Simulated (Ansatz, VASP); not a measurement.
## One calculation of TiAl, two programs

The input INCAR:

```
SYSTEM = TiAl
ALGO     = Fast           ! electronic algorithm
EDIFF    = 1E-6           ! SCF threshold, eV
ENCUT    = 520            ! plane-wave cutoff, eV
GGA      = PS             ! functional
ISIF     = 2              ! what is computed and relaxed
ISMEAR   = 1              ! smearing method
LASPH    = .True.         ! aspherical terms in the spheres
LCHARG   = .False.        ! write CHGCAR
LREAL    = .False.        ! projectors in reciprocal space
LWAVE    = .False.        ! write WAVECAR
NBANDS   = 14             ! bands
NELM     = 80             ! most SCF steps
PREC     = Accurate       ! precision mode
SIGMA    = 0.4            ! smearing width, eV
```

File KPOINTS:

```
k-points
0
Gamma
  16 16 16
  0 0 0
```

Contents of POSCAR:

```
TiAl
1.0
    3.1790640000      0.0000000000      0.0000000000
    0.0000000000      3.1790640000      0.0000000000
    0.0000000000      0.0000000000      3.1790640000
Ti Al
1 1
Direct
    0.0000000000     -0.0314557996      0.0000000000
    0.5000000000      0.5000000000      0.5000000000
```

Input for Ansatz:

```yaml
crystal:
  lattice:
    - [3.179064, 0.0, 0.0]
    - [0.0, 3.179064, 0.0]
    - [0.0, 0.0, 3.179064]
  atoms:
    - { symbol: Ti, position: [0.0, -0.0314557996, 0.0] }
    - { symbol: Al, position: [0.5, 0.5, 0.5] }
basis:
  ecutwfc: 420
kpoints:
  mp_grid: { grid: [16, 16, 16] }
hamiltonian:
  xc: pbesol
scf:
  occupations: { method: cold, width: 0.4 }
output:
  forces: true
  stress: true
  eigenvalues: true
```

Alike in both runs: task single point; functional PBEsol; k mesh 16 × 16 × 16; no spin polarisation.

|  | VASP | Ansatz |
| --- | --- | --- |
| version | VASP 6.6.1 | Ansatz 0.2.0 |
| potentials or method | VASP PAW PBE potentials, release 64 (Ti_sv, Al), cutoff 520 eV | scalar-relativistic, plane waves, PAW |
| occupations | methfessel-paxton of order 1, width 0.4 eV | cold, width 0.4 eV |
| valence electrons in the cell | 15 | 15 |

VASP gave:

```
gap on the k mesh at the Fermi level (eV)                     : none
pressure (GPa)                                                : -2.0
traceless stress, the component that is largest in VASP (GPa) : -0.31
rms of the force components (eV/Å)                            : 0.355
```

**Question.** Which values does Ansatz return?

**Answer.** gap on the k mesh at the Fermi level (eV): none; pressure (GPa): -1.9; traceless stress, the component that is largest in VASP (GPa): -0.29; rms of the force components (eV/Å): 0.356.

VASP's potentials were made for PBE, not for PBEsol. Atom by atom the forces differ by 0.001 eV/Å (rms over components). A gap of «none» marks a metal or a gap that the smearing closes.
